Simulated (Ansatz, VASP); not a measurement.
## MnO in VASP and in Ansatz

Contents of INCAR:

```
ALGO = Normal
EDIFF = 1E-6
ENCUT = 600
GGA = PE
GGA_COMPAT = False
ISIF = 2
ISMEAR = -1
ISPIN = 2
ISYM = 0
LASPH = True
LCHARG = False
LDAU = True
LDAUJ = 0 0
LDAUL = 2 -1
LDAUPRINT = 1
LDAUTYPE = 2
LDAUU = 3.9 0
LMAXMIX = 4
LORBIT = 11
LREAL = False
LWAVE = False
MAGMOM = 4.5 -4.5 0 0
NBANDS = 31
NELM = 200
PREC = Accurate
SIGMA = 0.05
```

The input KPOINTS:

```
k-points
0
Gamma
  7 4 7
```

POSCAR

```
MnO
1.0
    0.0000000000      2.2220000000      2.2220000000
    4.4440000000      0.0000000000      4.4440000000
    2.2220000000      2.2220000000      0.0000000000
Mn O
2 2
Direct
    0.0000000000      0.0000000000      0.0000000000
    0.0000000000      0.5000000000      0.0000000000
    0.5000000000      0.2500000000      0.5000000000
    0.5000000000      0.7500000000      0.5000000000
```

Input for Ansatz:

```yaml
crystal:
  lattice:
    - [0.0, 2.222, 2.222]
    - [4.444, 0.0, 4.444]
    - [2.222, 2.222, 0.0]
  atoms:
    - { symbol: Mn, position: [0.0, 0.0, 0.0], spin: 4.5 }
    - { symbol: Mn, position: [0.0, 0.5, 0.0], spin: -4.5 }
    - { symbol: O, position: [0.5, 0.25, 0.5] }
    - { symbol: O, position: [0.5, 0.75, 0.5] }
  symmetry: { detect: false, time_reversal: true }
magnetization:
  spin_polarized: true
hamiltonian:
  xc: pbe
  pseudopotentials: { kind: paw }
  hubbard: { sites: [{ species: Mn, l: d, u_eff: 3.9 }] }
basis:
  ecutwfc: 420
kpoints:
  mp_grid: { grid: [7, 4, 7] }
scf:
  occupations: { method: fermi_dirac, width: 0.05 }
  lower_state_search: "off"
output:
  forces: true
  stress: true
```

Alike in both runs: task single point; functional PBE; k mesh 7 × 4 × 7; occupations fermi-dirac, width 0.05 eV; collinear spin; Hubbard terms Mn d U = 3.9 eV.

|  | VASP | Ansatz |
| --- | --- | --- |
| version | VASP 6.6.1 | Ansatz 0.2.0 |
| potentials or method | VASP PAW PBE potentials, release 64 (Mn_pv, O), cutoff 600 eV | PAW, plane waves, scalar-relativistic |
| valence electrons in the cell | 38 | 42 |

VASP gave:

```
pressure (GPa)                                                : 5.0
traceless stress, the component that is largest in VASP (GPa) : 1.11
net moment per atom (μB)                                      : 0.00
size of the moment on the site where the two differ most (μB) : 4.57
```

**Question.** Estimate Ansatz's values.

**Answer.** Pressure (GPa): 6.9; traceless stress, the component that is largest in VASP (GPa): 1.09; net moment per atom (μB): 0.00; size of the moment on the site where the two differ most (μB): 4.23.

Site moments also hang on the region over which each program counts them. The programs project onto different local orbitals, so the same U acts differently, and such runs can settle in different states. VASP's potentials hold 38 valence electrons a cell and Ansatz's 42, so a difference there can come from the potentials and not from the codes.
